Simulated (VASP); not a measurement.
Here is a VASP 6.6.1 calculation.

Contents of INCAR:

```
SYSTEM = Na2Bi
  ALGO = Fast
  EDIFF = 1E-6
  ENCUT = 520
  GGA = PE
  ISIF = 2
  ISMEAR = 0
  LASPH = .True.
  LCHARG = .False.
  LREAL = .False.
  LWAVE = .False.
  NBANDS = 22
  NELM = 60
  PREC = Accurate
  SIGMA = 0.1
```

KPOINTS

```
k-points
0
Gamma
  4 4 6
  0 0 0
```

File POSCAR:

```
Na2Bi
1.0
    5.1734046150     -2.5413809996      0.0000000000
    5.1734046150      2.5413809996      0.0000000000
   -1.1427439523      0.0000000000      3.2891525581
Na Bi
2 1
Direct
    0.3399998479      0.3399998479      0.3386036232
    0.6600001521      0.6600001521      0.6613963768
    0.0000000000      0.0000000000      0.0000000000
```

Potentials or basis: VASP PAW PBE potentials, release 64 (Na_pv, Bi_d).

The run is started by

```console
$ cat potpaw_PBE.64/Na_pv/POTCAR potpaw_PBE.64/Bi_d/POTCAR > POTCAR
$ mpirun -np 1 vasp_std > vasp.out
```

Task: What does it give for the largest force?

Result: 0.010 eV/Å.

Task: Estimate the band gap on the k mesh.

Result: Zero (an odd number of electrons rules out a gap without spin polarisation).

Task: What does it give for the pressure?

Result: 0.0 GPa.

Forces in eV/Å, atoms in the order of the input:
```
Na  -0.010  0.000 -0.003
Na   0.010  0.000  0.003
Bi   0.000  0.000  0.000
```

Caveat: spin-orbit coupling is left out, which moves the levels of the heavy elements.
